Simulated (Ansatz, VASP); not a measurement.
# Two plane-wave programs on Cr

```
CELL_PARAMETERS angstrom
0.00000 1.90400 1.90400
1.90400 0.00000 1.90400
1.90400 1.90400 0.00000
ATOMIC_POSITIONS crystal
Cr 0.00000 0.00000 0.00000
```

Alike in both runs: task single point; functional PBE; k mesh 8 × 8 × 8; collinear spin.

|  | VASP | Ansatz |
| --- | --- | --- |
| version | VASP 6.6.1 | Ansatz 0.2 development build |
| potentials or method | VASP PAW PBE potentials, release 64 (Cr_pv) | PAW hard, scalar-relativistic |
| plane-wave cutoff (eV) | 500 | 930 |
| occupations | fermi-dirac, width 0.1 eV | fermi-dirac |

|  | VASP | Ansatz | Ansatz less VASP |
| --- | --- | --- | --- |
| net moment per atom (μB) | 0.00 | 0.00 | 0.000 |
